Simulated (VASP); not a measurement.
# TiO2: single point with r2SCAN

TiO2:

```xyz
3
Lattice="0.0000 2.3968 2.3968 2.3968 0.0000 2.3968 2.3968 2.3968 0.0000" Properties=species:S:1:pos:R:3 pbc="T T T"
Ti    0.0000    0.0000    0.0000
O     1.1984    1.1984    1.1984
O     3.5952    3.5952    3.5952
```

```yaml
Program: VASP 6.6.1
Task: single point
Functional: r2SCAN
Potentials_or_basis: VASP PAW PBE potentials, release 64 (Ti_sv, O)
Cutoff: 520 eV
k_mesh: 6 × 6 × 6, shifted
Occupations: gaussian, width 0.01 eV
Spin: no spin polarisation
Dipole_correction: no
Further_INCAR_settings: ALGO = Normal; EDIFF = 1e-06; NBANDS = 19; ISYM = 0
```

| Quantity | Value |
| --- | --- |
| Pressure | 1.6 GPa |
| Band gap on the k mesh | 1.92 eV (least direct gap 2.48 eV) |

Levels at points of the mesh, in eV from the valence-band top:
```
           k point  band 8  band 9  band 10  band 11  band 12  band 13  band 14  band 15  band 16  band 17
(0.00, 0.00, 0.08)   -5.89   -5.77    -0.89    -0.88    -0.88     1.92     1.92     5.74     5.88     5.88
```

Run time: 27 min on 1 thread of AMD EPYC 7R43 64-Core Processor (Zen 3), with other jobs on the host, peak memory 0.29 GiB.

Caveat: the structure was generated, so it needn't be the stable form of TiO2; the PAW data sets were made with another functional, which shifts forces and pressure a little; a shifted mesh leaves out Γ, where band edges can lie. A k mesh can miss the band edges.
